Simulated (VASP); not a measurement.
# O in VASP: further runs

O is run at these levels: LDA, PBE, PBE+D4; tasks: single point.

Program: VASP 6.6.1. These are calculated values, not measurements. Logs are shortened: lines on timing, memory, paths and dates and some standing lists are left out, and cuts for length are marked.

### Step 1. The cell of the first run

It takes space group R-3m (No. 166, trigonal). Conventional cell: a = 2.847 Å, b = 2.847 Å, c = 10.225 Å, α = 90.00°, β = 90.00°, γ = 120.00°. O (site symmetry 3m) has 1 O at 1.20 Å within 1.6 Å.

### Step 2. Single point, LDA

INCAR

```
PREC = Accurate
ENCUT = 600
EDIFF = 1E-6
ISMEAR = 0
SIGMA = 0.1
LREAL = False
LASPH = True
NELM = 120
ALGO = Normal
ISIF = 2
LWAVE = False
LCHARG = False
GGA = CA
NBANDS = 13
GGA_COMPAT = False
```

KPOINTS

```
regular mesh
0
Gamma
  3 3 3
```

POSCAR

```
O
1.0
    1.4233490221      0.8217709410      3.4083000000
   -1.4233490221      0.8217709410      3.4083000000
    0.0000000000     -1.6435418821      3.4083000000
O
2
Direct
    0.0584783393      0.0584783393      0.0584783393
    0.9415216607      0.9415216607      0.9415216607
```

Potentials or basis: VASP PAW LDA potentials, release 64 (O).

Started as:

```sh
$ cat potpaw_LDA.64/O/POTCAR > POTCAR
$ mpirun -np 1 vasp_std > vasp.out
```

OUTCAR:

```text
PREC = Accurate
   ENCUT = 600
   EDIFF = 1E-6
   ISMEAR = 0
   LREAL = False
   LASPH = True
   NELM = 120
   ISIF = 2
   GGA = CA

 ion  position               nearest neighbor table
   1  0.058  0.058  0.058-   2 1.20
   2  0.942  0.942  0.942-   1 1.20

  LATTYP: Found a trigonal (rhomboedric) cell.
 ALAT       =     3.7838788046
 COS(alpha) =     0.7170052526

  Lattice vectors:

 A1 = (   1.4233490221,   0.8217709410,   3.4083000000)
 A2 = (  -1.4233490221,   0.8217709410,   3.4083000000)
 A3 = (   0.0000000000,  -1.6435418821,   3.4083000000)

Analysis of symmetry for initial positions (statically):
=====================================================================
 Subroutine PRICEL returns:
 Original cell was already a primitive cell.

 Routine SETGRP: Setting up the symmetry group for a
 trigonal (rhombohedral) supercell.

 Subroutine GETGRP returns: Found 12 space group operations
 (whereof 12 operations were pure point group operations)
 out of a pool of 12 trial point group operations.

The static configuration has the point symmetry D_3d.

Analysis of symmetry for dynamics (positions and initial velocities):
=====================================================================
 Subroutine PRICEL returns:
 Original cell was already a primitive cell.

 Routine SETGRP: Setting up the symmetry group for a
 trigonal (rhombohedral) supercell.

 Subroutine GETGRP returns: Found 12 space group operations
 (whereof 12 operations were pure point group operations)
 out of a pool of 12 trial point group operations.

The dynamic configuration has the point symmetry D_3d.

 Subroutine INISYM returns: Found 12 space group operations
 (whereof 12 operations are pure point group operations),
 and found     1 'primitive' translations

----------------------------------------------------------------------------------------

                                     Primitive cell

  volume of cell :      23.9195

  direct lattice vectors                    reciprocal lattice vectors
     1.423349022  0.821770941  3.408300000     0.351284184  0.202814018  0.097800467
    -1.423349022  0.821770941  3.408300000    -0.351284184  0.202814018  0.097800467
     0.000000000 -1.643541882  3.408300000     0.000000000 -0.405628037  0.097800467

  length of vectors
[... 63 lines left out ...]
   EDIFF  = 0.1E-05   stopping-criterion for ELM
   LREAL  =      F    real-space projection
[... 7 lines left out ...]
   TEBEG  =    0.0;   TEEND  =   0.0 temperature during run
   PSTRESS=    0.0 pullay stress
   NELECT =      12.0000    total number of electrons
   NUPDOWN=      -1.0000    fix difference up-down
   EMIN   =  10.00;   EMAX   =-10.00  energy-range for DOS
   EFERMI =   0.00;   METHOD = LEGACY
   ISMEAR =     0;   SIGMA  =   0.10  broadening in eV -4-tet -1-fermi 0-gaus
   EFERMI_NEDOS =   21; number of points for ismear=-14 and -15
   IALGO  =     38    algorithm
   IMIX   =      4    mixing-type and parameters
     AMIX     =   0.40;   BMIX     =  1.00
     AMIX_MAG =   1.60;   BMIX_MAG =  1.00
  volume/ion in A,a.u.               =      11.96        80.71
  Fermi-wavevector in a.u.,A,eV,Ry     =   1.300823  2.458199 23.022964  1.692140
  Thomas-Fermi vector in A             =   2.431997
   LORBIT       =      0    0 simple, 1 ext, 2 COOP (PROOUT), +10 PAW based schemes
   GGA     = CA    functional components
   LHFCALC =     F    Hartree Fock is set to
   AEXX    =    0.0000 exact exchange contribution
   IVDW    =     0    specifies the selected vdW correction
   LEPSILON=     F    determine dielectric tensor
   LRPA    =     F    only Hartree local field effects (RPA)
 non-spin polarized calculation
 Gauss-broadening in eV      SIGMA  =   0.10
  energy-cutoff  :      600.00
  volume of cell :       23.92
 maximum number of plane-waves:       804
 NGX is ok and might be reduce to    30
   NGX = 15   NGY = 15   NGZ = 15

 number of electron      12.0000002 magnetization

 Free energy of the ion-electron system (eV)
  ---------------------------------------------------
  ext. energy  EPLUGINS =         0.00000000
  ---------------------------------------------------
  free energy    TOTEN  =       -10.60686921 eV

  energy without entropy =      -10.59286002  energy(sigma->0) =      -10.59986462

 E-fermi :  -0.3271     XC(G=0):  -9.9427

 val. band max:       -0.3305269467   @ k =  -0.3333   0.3333   0.0000
 cond. band min:       0.1671913248   @ k =   0.3333   0.0000   0.0000
 fundamental gap:      0.4977182715
 Fermi energy:        -0.3270767548

 k-point     1 :       0.0000    0.0000    0.0000
  band No.  band energies     occupation
      1     -27.5007      2.00000
      2     -13.4444      2.00000
      3      -9.0387      2.00000
      4      -6.2874      2.00000
      5      -6.2874      2.00000
      6       0.5484      0.00000
      7       0.5484      0.00000
      8       8.0067      0.00000
      9      11.0533      0.00000
     10      14.6997      0.00000
     11      18.3075      0.00000
     12      21.0304      0.00000
     13      21.0304      0.00000
[... 66 lines left out ...]
  band No.  band energies     occupation
      1     -27.1707      2.00000
      2     -13.9970      2.00000
      3      -8.1046      2.00000
      4      -6.9171      2.00000
      5      -6.7133      2.00000
      6      -0.7050      2.00000
      7       0.4775      0.00000
      8       9.0964      0.00000
      9      11.4964      0.00000
     10      13.2954      0.00000
     11      15.2077      0.00000
     12      20.1205      0.00000
     13      22.8373      0.00000

------------------------ aborting loop because EDIFF is reached ----------------------------------------

  FORCE on cell =-STRESS in cart. coord.  units (eV):
  Direction    XX          YY          ZZ          XY          YZ          ZX
  --------------------------------------------------------------------------------------
  -------------------------------------------------------------------------------------
  Total       -1.9776380     -1.9776380      2.6499302      0.0000000     -0.0000000      0.0000000
  in kB     -132.4665195   -132.4665195    177.4981234      0.0000000     -0.0000000      0.0000000
  external PRESSURE =     -29.1449719 kB  Pullay stress =       0.0000000 kB

 VOLUME and BASIS-vectors are now :
 -----------------------------------------------------------------------------
  energy-cutoff  :      600.00
  volume of cell :       23.92
      direct lattice vectors                 reciprocal lattice vectors
     1.423349022  0.821770941  3.408300000     0.351284184  0.202814018  0.097800467
    -1.423349022  0.821770941  3.408300000    -0.351284184  0.202814018  0.097800467
     0.000000000 -1.643541882  3.408300000     0.000000000 -0.405628037  0.097800467

 POSITION                                       TOTAL-FORCE (eV/Angst)
 -----------------------------------------------------------------------------------
      0.00000     -0.00000      0.59794         0.000000     -0.000000      1.847191
      0.00000     -0.00000      9.62696         0.000000      0.000000     -1.847191
 -----------------------------------------------------------------------------------
    total drift:                                0.000000     -0.000000      0.000000

  FREE ENERGIE OF THE ION-ELECTRON SYSTEM (eV)
  ---------------------------------------------------
  free  energy   TOTEN  =       -10.6068692101 eV

  energy  without entropy=      -10.5928600240  energy(sigma->0) =      -10.59986462
```

OSZICAR:

```text
N       E                     dE             d eps       ncg     rms          rms(c)
DAV:   1     0.489691832424E+02    0.48969E+02   -0.72052E+03   156   0.972E+02
DAV:   2    -0.883561897314E+01   -0.57805E+02   -0.55663E+02   212   0.199E+02
DAV:   3    -0.109314349979E+02   -0.20958E+01   -0.20266E+01   181   0.333E+01
DAV:   4    -0.109378389234E+02   -0.64039E-02   -0.64038E-02   176   0.233E+00
DAV:   5    -0.109378597656E+02   -0.20842E-04   -0.20842E-04   176   0.130E-01    0.442E+00
DAV:   6    -0.106727217683E+02    0.26514E+00   -0.22739E-01   171   0.429E+00    0.231E+00
DAV:   7    -0.106059495506E+02    0.66772E-01   -0.20570E-01   171   0.394E+00    0.445E-01
DAV:   8    -0.106069134697E+02   -0.96392E-03   -0.14800E-02   156   0.983E-01    0.660E-02
DAV:   9    -0.106068725640E+02    0.40906E-04   -0.19118E-04   171   0.123E-01    0.210E-02
DAV:  10    -0.106068691626E+02    0.34015E-05   -0.12410E-05   166   0.344E-02    0.656E-03
DAV:  11    -0.106068692101E+02   -0.47504E-07   -0.20839E-06   158   0.135E-02
   1 F= -.10606869E+02 E0= -.10599865E+02  d E =-.140092E-01
```

stdout:

```text
POSCAR found type information on POSCAR O
 POSCAR found :  1 types and       2 ions
 scaLAPACK will be used
 LDA part: xc-table for (Slater(with rela. corr.)+CA(PZ))
 , standard interpolation
 POSCAR, INCAR and KPOINTS ok, starting setup
 FFT: planning ... GRIDC
 FFT: planning ... GRID_SOFT
 FFT: planning ... GRID
 WAVECAR not read
 entering main loop
```

It took 2.2 s on 1 thread of AMD EPYC 9R45 (Zen 5), shared host; peak memory 0.1 GiB.

Results:

```
Free energy            : -10.6069 eV
Pressure               : -2.9 GPa
Largest force          : 1.847 eV/Å
Band gap on the k mesh : zero (band 6 reaches 0.74 eV, above the bottom of band 7 at -0.33 eV)
```

Forces in eV/Å, atoms in the order of the input:
```
O    0.000  0.000  1.847
O    0.000  0.000 -1.847
```

Caveat: the k points lie up to 0.87 Å⁻¹ apart; the standard files for N, O and F lose accuracy on very short bonds; spin is off for a triplet molecule; forces of over 1 eV/Å act on the atoms, so gaps and moduli don't describe the material at rest.

### Step 3. Single point, PBE

INCAR

```
SYSTEM = O
PREC = Accurate
ENCUT = 600
EDIFF = 1E-6
ISMEAR = -5
SIGMA = 0.1
LREAL = .False.
LASPH = .True.
NELM = 120
ALGO = Normal
ISIF = 2
LWAVE = .False.
LCHARG = .False.
GGA = PE
NBANDS = 13
GGA_COMPAT = .False.
```

KPOINTS

```
Automatic mesh
0
Gamma
  3 3 3
  0 0 0
```

POSCAR

```
O
1.0
    1.4233490221      0.8217709410      3.4083000000
   -1.4233490221      0.8217709410      3.4083000000
    0.0000000000     -1.6435418821      3.4083000000
O
2
Direct
    0.0577000000      0.0577000000      0.0577000000
    0.9423000000      0.9423000000      0.9423000000
```

Potentials or basis: VASP PAW PBE potentials, release 64 (O).

Started as:

```sh
$ cat potpaw_PBE.64/O/POTCAR > POTCAR
$ mpirun -np 1 vasp_std > vasp.out
```

OUTCAR:

```text
SYSTEM = O
   PREC = Accurate
   ENCUT = 600
   EDIFF = 1E-6
   ISMEAR = -5
   LREAL = .False.
   LASPH = .True.
   NELM = 120
   ISIF = 2
   GGA = PE

 ion  position               nearest neighbor table
   1  0.058  0.058  0.058-   2 1.18
   2  0.942  0.942  0.942-   1 1.18

  LATTYP: Found a trigonal (rhomboedric) cell.
 ALAT       =     3.7838788046
 COS(alpha) =     0.7170052526

  Lattice vectors:

 A1 = (   1.4233490221,   0.8217709410,   3.4083000000)
 A2 = (  -1.4233490221,   0.8217709410,   3.4083000000)
 A3 = (   0.0000000000,  -1.6435418821,   3.4083000000)

Analysis of symmetry for initial positions (statically):
=====================================================================
 Subroutine PRICEL returns:
 Original cell was already a primitive cell.

 Routine SETGRP: Setting up the symmetry group for a
 trigonal (rhombohedral) supercell.

 Subroutine GETGRP returns: Found 12 space group operations
 (whereof 12 operations were pure point group operations)
 out of a pool of 12 trial point group operations.

The static configuration has the point symmetry D_3d.
[... 155 lines left out ...]
      2     -13.4527      2.00000
      3      -8.7305      2.00000
      4      -6.1760      2.00000
      5      -6.1760      2.00000
      6       0.9691      0.40979
      7       0.9691      0.00000
      8       8.7129      0.00000
      9      12.1281      0.00000
     10      15.4492      0.00000
     11      19.1137      0.00000
     12      21.7462      0.00000
     13      21.7462      0.00000
[... 66 lines left out ...]
  band No.  band energies     occupation
      1     -27.4639      2.00000
      2     -13.9450      2.00000
      3      -7.8920      2.00000
      4      -6.7463      2.00000
      5      -6.5795      2.00000
      6      -0.2546      1.97768
      7       0.8947     -0.08657
      8      10.0186      0.00000
      9      12.3043      0.00000
     10      14.0896      0.00000
     11      16.0461      0.00000
     12      20.9819      0.00000
     13      23.5593      0.00000

------------------------ aborting loop because EDIFF is reached ----------------------------------------

  FORCE on cell =-STRESS in cart. coord.  units (eV):
  Direction    XX          YY          ZZ          XY          YZ          ZX
  --------------------------------------------------------------------------------------
  -------------------------------------------------------------------------------------
  Total       -1.0717584     -1.0717584      6.0385835      0.0000000     -0.0000000     -0.0000000
  in kB      -71.7887237    -71.7887237    404.4775389      0.0000000     -0.0000000     -0.0000000
  external PRESSURE =      86.9666972 kB  Pullay stress =       0.0000000 kB

 VOLUME and BASIS-vectors are now :
 -----------------------------------------------------------------------------
  energy-cutoff  :      600.00
  volume of cell :       23.92
      direct lattice vectors                 reciprocal lattice vectors
     1.423349022  0.821770941  3.408300000     0.351284184  0.202814018  0.097800467
    -1.423349022  0.821770941  3.408300000    -0.351284184  0.202814018  0.097800467
     0.000000000 -1.643541882  3.408300000     0.000000000 -0.405628037  0.097800467

 POSITION                                       TOTAL-FORCE (eV/Angst)
 -----------------------------------------------------------------------------------
      0.00000     -0.00000      0.58998         0.000000     -0.000000      4.176192
      0.00000     -0.00000      9.63492         0.000000      0.000000     -4.176192
 -----------------------------------------------------------------------------------
    total drift:                               -0.000000     -0.000000      0.000000

  FREE ENERGIE OF THE ION-ELECTRON SYSTEM (eV)
  ---------------------------------------------------
  free  energy   TOTEN  =        -9.3450280389 eV

  energy  without entropy=       -9.3450280389  energy(sigma->0) =       -9.34502804
```

OSZICAR:

```text
N       E                     dE             d eps       ncg     rms          rms(c)
DAV:   1     0.518683512590E+02    0.51868E+02   -0.72375E+03   156   0.972E+02
DAV:   2    -0.752572420259E+01   -0.59394E+02   -0.56982E+02   212   0.203E+02
DAV:   3    -0.965987785190E+01   -0.21342E+01   -0.20980E+01   181   0.340E+01
DAV:   4    -0.966649147929E+01   -0.66136E-02   -0.65580E-02   181   0.237E+00
DAV:   5    -0.966651444969E+01   -0.22970E-04   -0.22397E-04   176   0.135E-01    0.460E+00
DAV:   6    -0.940220235176E+01    0.26431E+00   -0.23914E-01   176   0.445E+00    0.241E+00
DAV:   7    -0.934265716344E+01    0.59545E-01   -0.21741E-01   181   0.410E+00    0.485E-01
DAV:   8    -0.934497246516E+01   -0.23153E-02   -0.15414E-02   156   0.103E+00    0.865E-02
DAV:   9    -0.934502416425E+01   -0.51699E-04   -0.17649E-04   181   0.121E-01    0.262E-02
DAV:  10    -0.934502826103E+01   -0.40968E-05   -0.23348E-05   161   0.472E-02    0.800E-03
DAV:  11    -0.934502803892E+01    0.22211E-06   -0.40888E-06   166   0.187E-02
   1 F= -.93450280E+01 E0= -.93450280E+01  d E =0.000000E+00
```

stdout:

```text
POSCAR found type information on POSCAR O
 POSCAR found :  1 types and       2 ions
 scaLAPACK will be used
 LDA part: xc-table for (Slater+PW92), standard interpolation
 POSCAR, INCAR and KPOINTS ok, starting setup
 FFT: planning ... GRIDC
 FFT: planning ... GRID_SOFT
 FFT: planning ... GRID
 WAVECAR not read
 entering main loop
 -----------------------------------------------------------------------------
|                                                                             |
|           W    W    AA    RRRRR   N    N  II  N    N   GGGG   !!!           |
|           W    W   A  A   R    R  NN   N  II  NN   N  G    G  !!!           |
|           W    W  A    A  R    R  N N  N  II  N N  N  G       !!!           |
|           W WW W  AAAAAA  RRRRR   N  N N  II  N  N N  G  GGG   !            |
|           WW  WW  A    A  R   R   N   NN  II  N   NN  G    G                |
|           W    W  A    A  R    R  N    N  II  N    N   GGGG   !!!           |
|                                                                             |
|     Tetrahedron method does not include variations of the Fermi             |
|     occupations, so forces and stress will be inaccurate. We suggest        |
|     using a different smearing scheme ISMEAR = 1 or 2 for metals in         |
|     relaxations.                                                            |
|                                                                             |
 -----------------------------------------------------------------------------
```

Run time: 2.9 s. Hardware: 1 thread of AMD EPYC 9R45 (Zen 5), shared host; peak memory 0.12 GiB.

Results:

- Free energy: -9.3450 eV
- Pressure: 8.7 GPa
- Largest force: 4.176 eV/Å
- Band gap on the k mesh: zero (band 6 reaches 1.15 eV, above the bottom of band 7 at 0.11 eV)

Forces on the atoms (eV/Å):
```
O    0.000  0.000  4.176
O    0.000  0.000 -4.176
```

Stress tensor (GPa, compression positive):
```
-7.18  0.00  0.00
 0.00 -7.18  0.00
 0.00  0.00 40.45
```

Caveat: the k points lie up to 0.87 Å⁻¹ apart; the standard files for N, O and F lose accuracy on very short bonds; spin is off for a triplet molecule; forces of over 1 eV/Å act on the atoms, so gaps and moduli don't describe the material at rest; tetrahedron occupations give inexact forces and stress in metals.

### Step 4. Single point, PBE+D4

INCAR

```
ALGO     = Normal         # electronic algorithm
EDIFF    = 1E-6           # SCF threshold, eV
ENCUT    = 600            # plane-wave cutoff, eV
GGA      = PE             # functional
GGA_COMPAT= False        
ISIF     = 2              # what is computed and relaxed
ISMEAR   = 0              # smearing method
ISYM     = 0            
IVDW     = 13             # dispersion correction
LASPH    = True           # aspherical terms in the spheres
LCHARG   = False          # write CHGCAR
LREAL    = False          # projectors in reciprocal space
LWAVE    = False          # write WAVECAR
NBANDS   = 13             # bands
NELM     = 120            # most SCF steps
PREC     = Accurate       # precision mode
SIGMA    = 0.1            # smearing width, eV
```

KPOINTS

```
k-points
0
Gamma
  3 2 4
```

POSCAR

```
O
1.0
    1.4233490221      0.8217709410      3.4083000000
   -1.4233490221      0.8217709410      3.4083000000
    0.0000000000     -1.6435418821      3.4083000000
O
2
Direct
    0.0680506108      0.0448174044      0.0648293740
    0.9319493892      0.9551825956      0.9351706260
```

Started as:

```sh
$ cat potpaw_PBE.64/O/POTCAR > POTCAR
$ mpirun -np 1 vasp_std > vasp.out
```

Wall time 5.4 s (1 thread of AMD EPYC 9R45 (Zen 5), shared host); peak memory 0.12 GiB.

Results (log left out):

| Item | Value |
| --- | --- |
| Free energy | -9.5365 eV |
| Pressure | 0.5 GPa |
| Largest force | 1.197 eV/Å |
| Band gap on the k mesh | zero (band 6 reaches 0.69 eV, above the bottom of band 7 at -0.23 eV) |
| Dispersion energy per atom | -0.076 eV |

Forces in eV/Å, atoms in the order of the input:
```
O    0.059 -0.031  1.195
O   -0.059  0.031 -1.195
```

Stress tensor (GPa, compression positive):
```
-6.83 -0.52 -0.58
-0.52 -5.59  0.19
-0.58  0.19 14.01
```

Levels at points of the mesh, in eV from the Fermi level:
| k point | band 4 | band 5 | band 6 | band 7 | band 8 | band 9 |
| --- | --- | --- | --- | --- | --- | --- |
| (0.00, 0.00, 0.00) | -6.03 | -5.97 | 0.44 | 0.50 | 8.51 | 10.74 |
| (0.00, 0.50, 0.00) | -7.73 | -6.38 | -0.67 | 0.00 | 10.27 | 12.96 |
| (0.00, 0.00, 0.50) | -7.59 | -6.42 | -0.79 | -0.03 | 9.80 | 12.94 |
| (0.00, 0.50, 0.50) | -7.07 | -6.60 | -1.30 | 0.55 | 9.44 | 12.04 |

Caveat: the k points lie up to 1.31 Å⁻¹ apart; the standard files for N, O and F lose accuracy on very short bonds; spin is off for a triplet molecule; pairwise dispersion overbinds metals, which lowers pressure and volume; forces of over 1 eV/Å act on the atoms, so gaps and moduli don't describe the material at rest.

[end of part 1 of 2]
